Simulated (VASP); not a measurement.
Here is a VASP 6.6.1 calculation.

INCAR

```
SYSTEM = Hg
PREC = Accurate
ENCUT = 520
EDIFF = 1E-6
ISMEAR = 0
SIGMA = 0.02
LREAL = .False.
LASPH = .True.
NELM = 80
ALGO = Normal
ISIF = 2
LWAVE = .False.
LCHARG = .False.
LDIPOL = .True.
IDIPOL = 3
DIPOL = 0.5 0.5 0.303
GGA = PE
NBANDS = 19
```

The input KPOINTS:

```
regular mesh
0
Gamma
  6 6 1
  0 0 0
```

File POSCAR:

```
Hg
1.0
    5.1088705790      0.0000000000      0.0000000000
   -2.5544352895      4.4244117060      0.0000000000
    0.0000000000      0.0000000000     24.7467364000
Hg
2
Direct
    0.3333333333      0.6666666667      0.2726729759
    0.6666666667      0.3333333333      0.3334675575
```

Potentials or basis: VASP PAW PBE potentials, release 64 (Hg).

The run is started by

```sh
$ cat potpaw_PBE.64/Hg/POTCAR > POTCAR
$ mpirun -np 1 vasp_std > vasp.out
```

(1) Predict the band gap on the k mesh.

(2) Estimate the largest force.

Answers

(1) 2.40 eV, indirect (least direct gap 3.32 eV).

(2) 0.025 eV/Å.

Caveat: spin-orbit coupling is left out, which moves the levels of the heavy elements.
